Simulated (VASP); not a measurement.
Runs of VASP 6.6.1 on Ag. The structure is that of space group R-3m (No. 166), or close to it. The cells are those of the table. 

```csv
cell,gap on the mesh (eV),pressure (GPa)
"a = 3.277 Å, angles 115.8°, 1 atom",none,(a)
"a = 2.694 Å, angles 101.6°, 1 atom",none,0.3
"a = 3.125 Å, angles 114.3°, 1 atom",none,18.4
"a = 2.980 Å, angles 112.1°, 1 atom",none,(b)
"a = 2.643 Å, angles 95.9°, 1 atom",none,5.0
```

Alike in all rows: task single point; level PBEsol; potentials or basis VASP PAW PBE potentials, release 64 (Ag); no spin polarisation; k mesh 22 × 22 × 22; cutoff (eV) 520; smearing gaussian 0.15 eV.

**Question.** Fill in the values left out.

**Answer.** (a) 65.0; (b) -3.1.

Caveats: the PAW data sets were made with another functional, which shifts forces and pressure a little.

A k mesh can miss the band edges, and the runs leave out spin-orbit coupling on Ag.

A gap of «none» marks levels without a gap at the run's occupations.
